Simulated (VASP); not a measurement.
Input of a VASP 6.6.1 run:

Contents of INCAR:

```
  ALGO = Normal
  EDIFF = 1E-7
  ENCUT = 520
  GGA = PE
  GGA_COMPAT = False
  ISIF = 2
  ISMEAR = -1
  LASPH = True
  LCHARG = False
  LORBIT = 11
  LORBMOM = True
  LREAL = False
  LSORBIT = True
  LWAVE = False
  MAGMOM = 0 0 0 0 0 0
  NBANDS = 32
  NELM = 150
  PREC = Accurate
  SIGMA = 0.02
```

Contents of KPOINTS:

```
k-points
0
Gamma
  8 8 8
```

File POSCAR:

```
SnO
1.0
    0.0000000000      2.7082147584      2.7082147584
    2.7082147584      0.0000000000      2.7082147584
    2.7082147584      2.7082147584      0.0000000000
Sn O
1 1
Direct
    0.0000000000      0.0000000000      0.0000000000
    0.2500000000      0.2500000000      0.2500000000
```

Potentials or basis: VASP PAW PBE potentials, release 64 (Sn_d, O).

Command:

```bash
$ cat potpaw_PBE.64/Sn_d/POTCAR potpaw_PBE.64/O/POTCAR > POTCAR
$ mpirun -np 1 vasp_ncl > vasp.out
```

(1) What does it give for the pressure?

(2) What does it give for the net moment?

## Answers

(1) 2.4 GPa.

(2) 0.00 μB per cell.
